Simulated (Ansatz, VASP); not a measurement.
# One calculation of P, two programs

```
P
1.0
     0.00000    4.18525    4.18525
     4.18525    0.00000    4.18525
     4.18525    4.18525    0.00000
P
8
Direct
  0.86524 0.86524 0.86524
  0.86524 0.86524 0.40428
  0.86524 0.40428 0.86524
  0.40428 0.86524 0.86524
  0.13476 0.13476 0.59572
  0.13476 0.13476 0.13476
  0.13476 0.59572 0.13476
  0.59572 0.13476 0.13476
```

Alike in both runs: task relaxation of cell and atoms; functional PBE; k mesh 4 × 4 × 4; occupations gaussian, width 0.1 eV; no spin polarisation.

```csv
,VASP,Ansatz
version,VASP 6.6.1,Ansatz 0.2.0
potentials or method,"VASP PAW PBE potentials, release 64 (P), cutoff 500 eV","scalar-relativistic, plane waves, PAW"
valence electrons in the cell,40,40
```

```csv
,VASP,Ansatz,Ansatz less VASP
"gap on the k mesh at the Fermi level, each at its own relaxed structure (eV)",none,none,-
relaxed volume (Å³/atom),19.88,19.88,0.000
relaxed length of the cell vector where the two differ most in proportion (Å),6.081,6.081,0.0000
```

A gap of «none» marks a metal or a gap that the smearing closes.
